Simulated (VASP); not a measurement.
# SiC (P1) in VASP: notebook

The runs below take SiC through single point, with PBEsol.

Everything below comes from runs of VASP 6.6.1. Logs are shortened: lines on timing, memory, paths and dates and some standing lists are left out, and cuts for length are marked.

## Step 1: The cell of the first run

The typed cell holds 16 atoms: a = 6.270 Å, b = 6.270 Å, c = 6.270 Å, α = 60.00°, β = 60.00°, γ = 60.00°.

## Step 2: Single point, PBEsol

The input, INCAR:

```
SYSTEM = SiC
PREC = Accurate
ENCUT = 520
EDIFF = 1E-7
ISMEAR = -1
SIGMA = 0.1551
LREAL = Auto
LASPH = .True.
NELM = 100
ALGO = Normal
ISIF = 2
LWAVE = .False.
LCHARG = .False.
GGA = PS
NBANDS = 46
```

The input, KPOINTS:

```
Automatic mesh
0
Gamma
  2 2 2
  0.5 0.5 0.5
```

The input, POSCAR:

```
SiC
1.0
    0.0000000000      4.4332765519      4.4332765519
    4.4332765519      0.0000000000      4.4332765519
    4.4332765519      4.4332765519      0.0000000000
Si C
8 8
Direct
   -0.0436874392     -0.0728308952      0.0261187180
   -0.0536149724      0.0107460023      0.5053447431
   -0.0521617583      0.4793868542     -0.0132289288
   -0.0525464625      0.4660415329      0.5344329352
    0.4275428067      0.0198109680     -0.0298879392
    0.4665726299      0.0168195011      0.5092270860
    0.4216173925      0.5241282543      0.0062045532
    0.4455664962      0.5356132134      0.5104692824
    0.3133181483      0.3812029275      0.3969416253
    0.3035427599      0.3846058282      0.8603059059
    0.3261082369      0.9225048228      0.3445167433
    0.3027462835      0.8730946411      0.8668924564
    0.7905391101      0.4078436071      0.3817204905
    0.8255105354      0.3255699217      0.9215210132
    0.8494083227      0.8313920769      0.4265062145
    0.8189778954      0.8771195423      0.8575613219
```

Potentials or basis: VASP PAW PBE potentials, release 64 (Si, C).

The run is started by

```bash
> cat potpaw_PBE.64/Si/POTCAR potpaw_PBE.64/C/POTCAR > POTCAR
> mpirun -np 1 vasp_std > vasp.out
```

OUTCAR:

```text
SYSTEM = SiC
   PREC = Accurate
   ENCUT = 520
   EDIFF = 1E-7
   ISMEAR = -1
   LREAL = Auto
   LASPH = .True.
   NELM = 100
   ISIF = 2
   GGA = PS

 ion  position               nearest neighbor table
   1  0.956  0.927  0.026-  12 1.81  16 1.86  14 2.05  15 2.08   7 2.74   3 2.97   4 3.05   2 3.07
                             6 3.10   5 3.11
   2  0.946  0.011  0.505-  16 1.81  15 1.85  11 1.96  13 2.04   4 2.95   6 2.98   8 3.06   1 3.07
                             5 3.09   3 3.11
   3  0.948  0.479  0.987-  14 1.77  10 1.83  16 2.04  13 2.05   4 2.88   5 2.95   1 2.97   8 3.08
                             2 3.11   7 3.11
   4  0.947  0.466  0.534-  15 1.88   9 1.88  13 1.92  14 1.98   3 2.88   2 2.95   8 3.02   1 3.05
                             6 3.05   7 3.14
   5  0.428  0.020  0.970-  10 1.87  12 1.92  11 1.94  16 2.01   6 2.78   3 2.95   7 3.02   8 3.08
                             2 3.09   1 3.11
   6  0.467  0.017  0.509-  12 1.87   9 1.87  15 1.99  11 2.06   5 2.78   2 2.98   4 3.05   8 3.08
                             1 3.10   7 3.11
   7  0.422  0.524  0.006-  12 1.79   9 2.00  10 2.07  14 2.10   1 2.74   8 3.00   5 3.02   3 3.11
                             6 3.11   4 3.14
   8  0.446  0.536  0.510-  13 1.77  10 1.82  11 1.99   9 2.05   7 3.00   4 3.02   2 3.06   6 3.08
                             5 3.08   3 3.08
   9  0.313  0.381  0.397-   6 1.87   4 1.88   7 2.00   8 2.05
  10  0.304  0.385  0.860-   8 1.82   3 1.83   5 1.87   7 2.07
  11  0.326  0.923  0.345-   5 1.94   2 1.96   8 1.99   6 2.06
  12  0.303  0.873  0.867-   7 1.79   1 1.81   6 1.87   5 1.92
  13  0.791  0.408  0.382-   8 1.77   4 1.92   2 2.04   3 2.05
  14  0.826  0.326  0.922-   3 1.77   4 1.98   1 2.05   7 2.10
  15  0.849  0.831  0.427-   2 1.85   4 1.88   6 1.99   1 2.08
  16  0.819  0.877  0.858-   2 1.81   1 1.86   5 2.01   3 2.04

  LATTYP: Found a face centered cubic cell.
 ALAT       =     8.8665531038

  Lattice vectors:

 A1 = (   0.0000000000,   4.4332765519,   4.4332765519)
 A2 = (   4.4332765519,   0.0000000000,   4.4332765519)
 A3 = (   4.4332765519,   4.4332765519,   0.0000000000)

Analysis of symmetry for initial positions (statically):
=====================================================================
 Subroutine PRICEL returns:
 Original cell was already a primitive cell.

 Routine SETGRP: Setting up the symmetry group for a
 face centered cubic supercell.

 Subroutine GETGRP returns: Found  1 space group operations
 (whereof  1 operations were pure point group operations)
 out of a pool of 48 trial point group operations.

The static configuration has the point symmetry C_1 .

Analysis of symmetry for dynamics (positions and initial velocities):
=====================================================================
 Subroutine PRICEL returns:
 Original cell was already a primitive cell.

 Routine SETGRP: Setting up the symmetry group for a
 face centered cubic supercell.

 Subroutine GETGRP returns: Found  1 space group operations
 (whereof  1 operations were pure point group operations)
 out of a pool of 48 trial point group operations.

The dynamic configuration has the point symmetry C_1 .

 Subroutine INISYM returns: Found  1 space group operations
 (whereof  1 operations are pure point group operations),
 and found     1 'primitive' translations

----------------------------------------------------------------------------------------

                                     Primitive cell

  volume of cell :     174.2627

  direct lattice vectors                    reciprocal lattice vectors
     0.000000000  4.433276552  4.433276552    -0.112783399  0.112783399  0.112783399
     4.433276552  0.000000000  4.433276552     0.112783399 -0.112783399  0.112783399
     4.433276552  4.433276552  0.000000000     0.112783399  0.112783399 -0.112783399

  length of vectors
     6.269599825  6.269599825  6.269599825     0.195346578  0.195346578  0.195346578

  position of ions in fractional coordinates (direct lattice)
     0.956312561  0.927169105  0.026118718
     0.946385028  0.010746002  0.505344743
     0.947838242  0.479386854  0.986771071
     0.947453538  0.466041533  0.534432935
     0.427542807  0.019810968  0.970112061
     0.466572630  0.016819501  0.509227086
[... 8 lines left out ...]
     0.849408323  0.831392077  0.426506215
     0.818977895  0.877119542  0.857561322

  ion indices of the primitive-cell ions
   primitive index   ion index
                 1           1
                 2           2
                 3           3
                 4           4
                 5           5
                 6           6
[... 8 lines left out ...]
                15          15
                16          16

----------------------------------------------------------------------------------------

 KPOINTS: Automatic mesh

Automatic generation of k-mesh.
 Grid dimensions read from file:
 generate k-points for:    2    2    2

 Generating k-lattice:

  Cartesian coordinates                     Fractional coordinates (reciprocal lattice)
    -0.056391700  0.056391700  0.056391700     0.500000000  0.000000000  0.000000000
     0.056391700 -0.056391700  0.056391700     0.000000000  0.500000000  0.000000000
     0.056391700  0.056391700 -0.056391700     0.000000000  0.000000000  0.500000000

  Length of vectors
     0.097673289  0.097673289  0.097673289

  Shift w.r.t. Gamma in fractional coordinates (k-lattice)
     0.500000000  0.500000000  0.500000000

 Subroutine IBZKPT returns following result:
 ===========================================

 Found     16 irreducible k-points:

 Following reciprocal coordinates:
            Coordinates               Weight
  0.250000  0.250000  0.250000      2.000000
  0.250000  0.000000  0.000000      2.000000
  0.000000  0.000000 -0.250000      2.000000
  0.000000  0.250000  0.000000      2.000000
 -0.250000  0.250000  0.250000      2.000000
  0.250000 -0.250000  0.250000      2.000000
[... 8 lines left out ...]
  0.000000  0.250000  0.500000      2.000000
  0.500000  0.250000  0.000000      2.000000
   k-points           NKPTS =     16   k-points in BZ     NKDIM =     16   number of bands    NBANDS=     46
   number of dos      NEDOS =    301   number of ions     NIONS =     16
   total plane-waves  NPLWV = 110592
   dimension x,y,z NGX =    48 NGY =   48 NGZ =   48
   dimension x,y,z NGXF=    96 NGYF=   96 NGZF=   96
   ions per type =               8   8
   NGX,Y,Z   is equivalent  to a cutoff of  12.73, 12.73, 12.73 a.u.
   NGXF,Y,Z  is equivalent  to a cutoff of  25.46, 25.46, 25.46 a.u.
 SYSTEM =  SiC
   PREC   = accura    normal or accurate (medium, high low for compatibility)
   ISTART =      0    job   : 0-new  1-cont  2-samecut
   ICHARG =      2    charge: 1-file 2-atom 10-const
   ISPIN  =      1    spin polarized calculation?
   LNONCOLLINEAR =      F non collinear calculations
   LSORBIT =      F    spin-orbit coupling
   LASPH  =      T    aspherical Exc in radial PAW
   ENCUT  =  520.0 eV  38.22 Ry    6.18 a.u.  11.66 11.66 11.66*2*pi/ulx,y,z
   NELM   =    100;   NELMIN=  2; NELMDL= -5     # of ELM steps
   EDIFF  = 0.1E-06   stopping-criterion for ELM
   LREAL  =      T    real-space projection
   EDIFFG = 0.1E-05   stopping-criterion for IOM
   NSW    =      0    number of steps for IOM
   IBRION =     -1    ionic relax: 0-MD 1-quasi-New 2-CG
   NFREE  =      0    steps in history (QN), initial steepest desc. (CG)
   ISIF   =      2    stress and relaxation
   ISYM   =      2    0-nonsym 1-usesym 2-fastsym
   POTIM  = 0.5000    time-step for ionic-motion
   TEBEG  =    0.0;   TEEND  =   0.0 temperature during run
   PSTRESS=    0.0 pullay stress
   NELECT =      64.0000    total number of electrons
   NUPDOWN=      -1.0000    fix difference up-down
   EMIN   =  10.00;   EMAX   =-10.00  energy-range for DOS
   EFERMI =   0.00;   METHOD = LEGACY
   ISMEAR =    -1;   SIGMA  =   0.16  broadening in eV -4-tet -1-fermi 0-gaus
   EFERMI_NEDOS =   21; number of points for ismear=-14 and -15
   IALGO  =     38    algorithm
   IMIX   =      4    mixing-type and parameters
     AMIX     =   0.40;   BMIX     =  1.00
     AMIX_MAG =   1.60;   BMIX_MAG =  1.00
  volume/ion in A,a.u.               =      10.89        73.50
  Fermi-wavevector in a.u.,A,eV,Ry     =   1.172375  2.215468 18.700716  1.374464
  Thomas-Fermi vector in A             =   2.308805
   LORBIT       =      0    0 simple, 1 ext, 2 COOP (PROOUT), +10 PAW based schemes
   GGA     = PS    functional components
   LHFCALC =     F    Hartree Fock is set to
   AEXX    =    0.0000 exact exchange contribution
   IVDW    =     0    specifies the selected vdW correction
   LEPSILON=     F    determine dielectric tensor
   LRPA    =     F    only Hartree local field effects (RPA)
 non-spin polarized calculation
  energy-cutoff  :      520.00
  volume of cell :      174.26
 maximum number of plane-waves:      4723
 NGX is ok and might be reduce to    48
   NGX = 23   NGY = 23   NGZ = 23

 number of electron      64.0000000 magnetization

 Free energy of the ion-electron system (eV)
  ---------------------------------------------------
  ext. energy  EPLUGINS =         0.00000000
  ---------------------------------------------------
  free energy    TOTEN  =      -122.93819212 eV

  energy without entropy =     -122.91911737  energy(sigma->0) =     -122.92865474

 E-fermi :   8.2809     XC(G=0): -11.3060

 val. band max:        7.6990289431   @ k =   0.2500   0.0000   0.0000
 cond. band min:       8.8324963492   @ k =   0.0000   0.0000  -0.2500
 fundamental gap:      1.1334674062
 Fermi energy:         8.2808692280

 k-point     1 :       0.2500    0.2500    0.2500
  band No.  band energies     occupation
      1      -7.3945      2.00000
      2      -5.3725      2.00000
      3      -4.4631      2.00000
      4      -4.1906      2.00000
      5      -3.7548      2.00000
      6      -3.3190      2.00000
[... 36 lines left out ...]
     43      12.9569      0.00000
     44      13.6217      0.00000

 k-point     2 :       0.2500    0.0000    0.0000
  band No.  band energies     occupation
      1      -7.4001      2.00000
      2      -5.3193      2.00000
      3      -4.5920      2.00000
      4      -4.0365      2.00000
      5      -3.8125      2.00000
      6      -3.2478      2.00000
[... 36 lines left out ...]
     43      13.0496      0.00000
     44      13.7099      0.00000

 k-point     3 :       0.0000    0.0000   -0.2500
  band No.  band energies     occupation
      1      -7.4099      2.00000
      2      -5.2589      2.00000
      3      -4.5630      2.00000
      4      -4.1505      2.00000
      5      -3.7662      2.00000
      6      -3.3154      2.00000
[... 36 lines left out ...]
     43      13.1288      0.00000
     44      13.7145      0.00000

 k-point     4 :       0.0000    0.2500    0.0000
  band No.  band energies     occupation
      1      -7.3958      2.00000
      2      -5.3644      2.00000
      3      -4.5114      2.00000
      4      -4.0919      2.00000
      5      -3.7532      2.00000
      6      -3.3292      2.00000
[... 506 lines left out ...]
     43      14.0055      0.00000
     44      14.2359      0.00000

 k-point    15 :       0.0000    0.2500    0.5000
  band No.  band energies     occupation
      1      -6.7699      2.00000
      2      -5.7570      2.00000
      3      -5.2311      2.00000
      4      -4.5895      2.00000
      5      -4.2466      2.00000
      6      -3.4019      2.00000
[... 36 lines left out ...]
     43      14.0191      0.00000
     44      14.1917      0.00000

 k-point    16 :       0.5000    0.2500    0.0000
  band No.  band energies     occupation
      1      -6.7082      2.00000
      2      -5.8936      2.00000
      3      -5.2569      2.00000
      4      -4.4124      2.00000
      5      -4.3249      2.00000
      6      -3.4986      2.00000
[... 36 lines left out ...]
     43      13.9930      0.00000
     44      14.2153      0.00000
 [bands above 44 left out]

------------------------ aborting loop because EDIFF is reached ----------------------------------------

  FORCE on cell =-STRESS in cart. coord.  units (eV):
  Direction    XX          YY          ZZ          XY          YZ          ZX
  --------------------------------------------------------------------------------------
  -------------------------------------------------------------------------------------
  Total       -6.6949697    -10.2873171     -7.1833181     -0.6660370      1.6443671     -1.6100652
  in kB      -61.5537803    -94.5819452    -66.0436721     -6.1235667     15.1183676    -14.8029949
  external PRESSURE =     -74.0597992 kB  Pullay stress =       0.0000000 kB

 VOLUME and BASIS-vectors are now :
 -----------------------------------------------------------------------------
  energy-cutoff  :      520.00
  volume of cell :      174.26
      direct lattice vectors                 reciprocal lattice vectors
     0.000000000  4.433276552  4.433276552    -0.112783399  0.112783399  0.112783399
     4.433276552  0.000000000  4.433276552     0.112783399 -0.112783399  0.112783399
     4.433276552  4.433276552  0.000000000     0.112783399  0.112783399 -0.112783399

 POSITION                                       TOTAL-FORCE (eV/Angst)
 -----------------------------------------------------------------------------------
      4.22619      4.35539      8.35000         4.207438     -1.794022      0.537640
      2.28797      6.43592      4.24323        -0.676082     -0.415336      1.831704
      6.49988      8.57666      6.32728         3.562396      0.133710      0.430746
      4.43538      6.56961      6.26641         0.767806      0.188002      0.199832
      4.38860      6.19619      1.98324         0.763642      2.888914      0.187069
      2.33211      4.32599      2.14301        -2.495643     -2.104116     -0.657535
[... 8 lines left out ...]
      5.57661      5.65648      7.45145        -0.611512     -3.343962     -0.080226
      7.69032      7.43256      7.51927         0.487929      1.031567     -2.221546
 -----------------------------------------------------------------------------------
    total drift:                                0.013777     -0.002304     -0.000573

  FREE ENERGIE OF THE ION-ELECTRON SYSTEM (eV)
  ---------------------------------------------------
  free  energy   TOTEN  =      -122.9381921214 eV

  energy  without entropy=     -122.9191173685  energy(sigma->0) =     -122.92865474
```

Run time: 1.7 min. Hardware: 1 thread of Intel Xeon 6975P-C (Granite Rapids), shared host; peak memory 0.36 GiB.

Results:

```yaml
Free_energy: -122.9382 eV
Pressure: -7.4 GPa
Largest_force: 4.887 eV/Å
Band_gap_on_the_k_mesh: 1.13 eV (least direct gap 1.14 eV)
```

Forces on the atoms (eV/Å):
```
Si   4.207 -1.794  0.538
Si  -0.676 -0.415  1.832
Si   3.562  0.134  0.431
Si   0.768  0.188  0.200
Si   0.764  2.889  0.187
Si  -2.496 -2.104 -0.658
Si  -2.678  3.484 -2.138
Si  -0.827 -3.749 -0.935
C   -0.329 -0.275  1.442
C    1.357  1.825  1.045
C    0.218  1.235 -1.206
C    0.324  1.249  1.780
C   -2.857  2.453  1.000
C   -1.213 -2.807 -1.215
C   -0.612 -3.344 -0.080
C    0.488  1.032 -2.222
```

Levels at points of the mesh, in eV from the valence-band top:
```csv
k point,band 28,band 29,band 30,band 31,band 32,band 33,band 34,band 35,band 36,band 37
"(0.25, 0.25, 0.25)",-1.33,-1.03,-0.88,-0.28,-0.19,1.20,1.89,2.46,4.02,4.15
```

Caveat: the k points lie up to 0.61 Å⁻¹ apart; the atoms stand as in a frame of molecular dynamics; the PAW data sets were made with another functional, which shifts forces and pressure a little; a shifted mesh leaves out Γ, where band edges can lie.

## Step 3: Single point, PBEsol

The input, INCAR:

```
SYSTEM = SiC
PREC     = Accurate       ! precision mode
ENCUT    = 520            ! plane-wave cutoff, eV
EDIFF    = 1E-6           ! SCF threshold, eV
ISMEAR   = -1             ! smearing method
SIGMA    = 0.1551         ! smearing width, eV
LREAL    = Auto         
LASPH    = .True.         ! aspherical terms in the spheres
NELM     = 60             ! most SCF steps
ALGO     = Normal         ! electronic algorithm
ISIF     = 2              ! what is computed and relaxed
LWAVE    = .False.        ! write WAVECAR
LCHARG   = .True.         ! write CHGCAR
GGA      = PS             ! functional
LELF     = .True.         ! ELF
LVHAR    = .True.       
NBANDS   = 46             ! bands
```

KPOINTS is that of step 2.

The input, POSCAR:

```
SiC
1.0
    0.0000000000      4.4332765519      4.4332765519
    4.4332765519      0.0000000000      4.4332765519
    4.4332765519      4.4332765519      0.0000000000
Si C
8 8
Direct
   -0.0569357668      0.0182433916     -0.0310887440
   -0.1052260094      0.0324967320      0.4864970580
   -0.1026853377      0.5224074052     -0.0002592890
   -0.0886760606      0.5103461229      0.4742080661
    0.4355529093      0.0154200847     -0.0125817777
    0.4376504550     -0.0366019350      0.4889308110
    0.4145306476      0.4817443656      0.0150780127
    0.3741394160      0.5143321138      0.4963181237
    0.2837931461      0.3517861974      0.3826665177
    0.2528421105      0.4026342546      0.8508751836
    0.2465820680      0.9214551477      0.3678005378
    0.3117145939      0.8464531721      0.8795154000
    0.7390173975      0.4418049443      0.3467716218
    0.8019245942      0.3862530298      0.8503456655
    0.8095577747      0.9000865282      0.3506906194
    0.7843408728      0.8914970573      0.8843736577
```

Potentials or basis: VASP PAW PBE potentials, release 64 (Si, C).

The run is started by

```bash
> cat potpaw_PBE.64/Si/POTCAR potpaw_PBE.64/C/POTCAR > POTCAR
> mpirun -np 1 vasp_std > vasp.out
```

Wall time 1.9 min (1 thread of Intel Xeon 6975P-C (Granite Rapids), shared host); peak memory 0.36 GiB.

It converged, with:

```yaml
Free_energy: -124.1111 eV
Pressure: -8.4 GPa
Largest_force: 4.266 eV/Å
Band_gap_on_the_k_mesh: 1.60 eV (least direct gap 1.73 eV)
```

Forces in eV/Å, atoms in the order of the input:
```
Si   0.440  0.702 -0.887
Si   1.656  0.052 -0.104
Si  -1.527 -1.975  0.241
Si   1.339  0.511  0.431
Si   1.092 -2.897 -2.935
Si   2.813 -0.081  0.618
Si  -1.117 -1.253  0.913
Si   0.285 -0.913  1.448
C   -0.286 -0.529  0.341
C    0.118  4.111  0.425
C   -2.941  1.953  0.630
C    0.446 -0.756  1.640
C   -0.343  3.114 -1.643
C    0.740 -0.480 -0.884
C   -1.356 -0.914 -2.152
C   -1.358 -0.644  1.918
```

Stress tensor (GPa, compression positive):
```
-8.36  0.56 -2.10
 0.56 -9.30  1.86
-2.10  1.86 -7.56
```

Levels at points of the mesh, in eV from the valence-band top:
| k point | band 28 | band 29 | band 30 | band 31 | band 32 | band 33 | band 34 | band 35 | band 36 | band 37 |
| --- | --- | --- | --- | --- | --- | --- | --- | --- | --- | --- |
| (0.25, 0.25, 0.25) | -1.50 | -1.23 | -0.90 | -0.44 | -0.18 | 1.70 | 1.86 | 1.98 | 3.87 | 4.39 |

Caveat: the k points lie up to 0.61 Å⁻¹ apart; the atoms stand as in a frame of molecular dynamics; the PAW data sets were made with another functional, which shifts forces and pressure a little; a shifted mesh leaves out Γ, where band edges can lie. A k mesh can miss the band edges.

[end of part 1 of 2]
